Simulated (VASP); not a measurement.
BN, 2 atoms in the cell. Symmetry: I-4m2, No. 119, tetragonal system. Conventional cell: a = 2.636 Å, b = 2.636 Å, c = 3.430 Å, α = 90.00°, β = 90.00°, γ = 90.00°. Within 2.1 Å of B (site symmetry -4m2) lie 4 N at 1.57 Å. N (site symmetry -4m2) has 4 B at 1.57 Å within 2.1 Å.  This cell differs from its parent crystal: ratio of the length along z to the lengths across it x 0.92, volume and fractional coordinates fixed.

```yaml
Program: VASP 6.6.1
Task: single point
Functional: PBEsol
Potentials_or_basis: VASP PAW PBE potentials, release 64 (B, N)
Cutoff: 520 eV
k_mesh: 12 × 12 × 12
Occupations: gaussian, width 0.05 eV
Spin: no spin polarisation
Dipole_correction: no
Further_INCAR_settings: ALGO = Normal; EDIFF = 1e-06; NBANDS = 11
```

Potentials or basis: VASP PAW PBE potentials, release 64 (B, N).

Launch:

```bash
$ cat potpaw_PBE.64/B/POTCAR potpaw_PBE.64/N/POTCAR > POTCAR
$ mpirun -np 1 vasp_std > vasp.out
```

Hardware: 1 thread of Intel(R) Xeon(R) Platinum 8259CL CPU @ 2.50GHz (Skylake/Cascade Lake), with other jobs on the host.

Q: Estimate the wall time of this run.

A: Wall time 16 s on 1 thread of Intel(R) Xeon(R) Platinum 8259CL CPU @ 2.50GHz (Skylake/Cascade Lake), with other jobs on the host, peak memory 0.13 GiB. Counts: scf iterations 12, k points 163.
